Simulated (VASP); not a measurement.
A run of VASP 6.6.1 is set up as follows.

Contents of POSCAR:

```
AgMoSe2
1.0
    1.9741953200      1.1398022000      7.1670823700
   -1.9741953200      1.1398022000      7.1670823700
    0.0000000000     -2.2796044000      7.1670823700
Ag Mo Se
1 1 2
Direct
    0.5000000000      0.5000000000      0.5000000000
    0.0000000000      0.0000000000      0.0000000000
    0.2667000000      0.2667000000      0.2667000000
    0.7333000000      0.7333000000      0.7333000000
```

The input INCAR.step1:

```
SYSTEM = AgMoSe2
PREC = Accurate
ENCUT = 520
ISMEAR = 0
SIGMA = 0.05
LREAL = .FALSE.
LASPH = .TRUE.
NELM = 150
ISPIN = 2
MAGMOM = 0.01 2.74 -0.09 -0.09
LMAXMIX = 4
LDAU = .TRUE.
LDAUTYPE = 2
LDAUL = -1 2 -1
LDAUU = 0 3 0
LDAUJ = 0 0 0
NBANDS = 30
GGA = PE
ALGO = Normal
EDIFF = 1E-4
LWAVE = .TRUE.
LCHARG = .FALSE.
```

INCAR.step2

```
SYSTEM = AgMoSe2
PREC = Accurate
ENCUT = 520
EDIFF = 1E-7
ISMEAR = 0
SIGMA = 0.05
LREAL = .FALSE.
LASPH = .TRUE.
NELM = 150
ALGO = Normal
ISIF = 2
LWAVE = .FALSE.
LCHARG = .FALSE.
ISPIN = 2
MAGMOM = 0.01 2.74 -0.09 -0.09
LORBIT = 11
LMAXMIX = 4
LDAU = .TRUE.
LDAUTYPE = 2
LDAUL = -1 2 -1
LDAUU = 0 3 0
LDAUJ = 0 0 0
LDAUPRINT = 1
METAGGA = R2SCAN
LMIXTAU = .TRUE.
NBANDS = 30
ISTART = 1
```

Contents of KPOINTS:

```
regular mesh
0
G
  6 6 6
  0 0 0
```

Potentials or basis: VASP PAW PBE potentials, release 64 (Ag, Mo_sv, Se).

Run with:

```console
$ cat potpaw_PBE.64/Ag/POTCAR potpaw_PBE.64/Mo_sv/POTCAR potpaw_PBE.64/Se/POTCAR > POTCAR
$ cp INCAR.step1 INCAR
$ mpirun -np 1 vasp_std > vasp.out
$ cp INCAR.step2 INCAR
$ mpirun -np 1 vasp_std > vasp.out
```

Q: Predict the net moment.

A: 3.00 μB per cell.

Q: Estimate the site moments.

A: Ag +0.01; Mo +2.79; Se -0.05 μB.

Q: Predict the largest force.

A: 0.647 eV/Å.

Q: What does it give for the band gap on the k mesh?

A: 1.45 eV (least direct gap 1.90 eV).

Stress tensor (GPa, compression positive):
```
-3.33  0.00  0.00
 0.00 -3.33  0.00
 0.00  0.00 -4.33
```

Caveat: the cell stands under tension; the PAW data sets were made with another functional, which shifts forces and pressure a little. A k mesh can miss the band edges.
